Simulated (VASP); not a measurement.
The system is Sb.

```xyz
1
Lattice="3.0849 0.0000 0.0000 0.0000 3.0849 0.0000 0.0000 0.0000 3.0849" Properties=species:S:1:pos:R:3 pbc="T T T"
Sb    0.0000    0.0000    0.0000
```

* Program: VASP 6.6.1
* Task: relaxation of cell and atoms
* Functional: revPBE
* Potentials or basis: VASP PAW PBE potentials, release 64 (Sb)
* Cutoff: 600 eV
* k mesh: 10 × 10 × 10
* Occupations: fermi-dirac, width 0.1 eV
* Spin: no spin polarisation

At the start: pressure 2.1 GPa; volume 29.36 Å³/atom.

How do energy, volume and symmetry change on relaxing?

Over 3 steps the energy falls by 6.5 meV/atom and the volume is 30.40 Å³/atom (+3.6 %); space group Pm-3m (No. 221, to 0.05 Å).

Step by step:
```csv
step,energy change (eV),largest force (eV/Å),pressure (GPa),volume (Å³)
1,0.0000,0.0000,2.06,29.36
2,-0.0047,0.0000,-0.97,30.99
3,-0.0065,0.0000,0.01,30.40
```

Final structure:
```
CELL_PARAMETERS angstrom
3.12113 0.00000 0.00000
0.00000 3.12113 0.00000
0.00000 0.00000 3.12113
ATOMIC_POSITIONS crystal
Sb 0.00000 0.00000 0.00000
```

Caveat: the PAW data sets were made with another functional, which shifts forces and pressure a little.
